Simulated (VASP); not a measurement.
Set up this calculation in VASP 6.6.1, as the native input.

- Task: single point
- Functional: PBEsol
- Potentials or basis: VASP PAW PBE potentials, release 64 (Hg)
- Cutoff: 520 eV
- k mesh: 15 × 15 × 15
- Occupations: fermi-dirac, width 0.08 eV
- Spin: no spin polarisation
- Dipole correction: no
- Further INCAR settings: ALGO = Normal; EDIFF = 1e-07; NBANDS = 12

The structure of Hg lies in POSCAR:

```
Hg
1.0
   -1.5303164795      1.5303164795      1.5303164795
    1.5303164795     -1.5303164795      1.5303164795
    1.5303164795      1.5303164795     -1.5303164795
Hg
1
Direct
    0.0000000000      0.0000000000      0.0000000000
```

One way to write it, as run:

INCAR

```
  PREC = Accurate
  ENCUT = 520
  EDIFF = 1E-7
  ISMEAR = -1
  SIGMA = 0.08
  LREAL = False
  LASPH = True
  NELM = 100
  ALGO = Normal
  ISIF = 2
  LWAVE = False
  LCHARG = True
  GGA = PS
  LELF = True
  LVHAR = True
  NBANDS = 12
```

KPOINTS

```
Automatic mesh
0
Gamma
  15 15 15
```

Potentials or basis: VASP PAW PBE potentials, release 64 (Hg).

Command:

```sh
$ cat potpaw_PBE.64/Hg/POTCAR > POTCAR
$ mpirun -np 1 vasp_std > vasp.out
```

It gave:

The pressure is 109.6 GPa and the band gap on the k mesh is zero (bands 6 and 7 overlap by 2.68 eV).

Caveat: the cell stands under pressure; the PAW data sets were made with another functional, which shifts forces and pressure a little; spin-orbit coupling is left out, which moves the levels of the heavy elements.

It took 24 s on 1 thread of Intel Xeon 8259CL, on a shared host, peak memory 0.14 GiB.
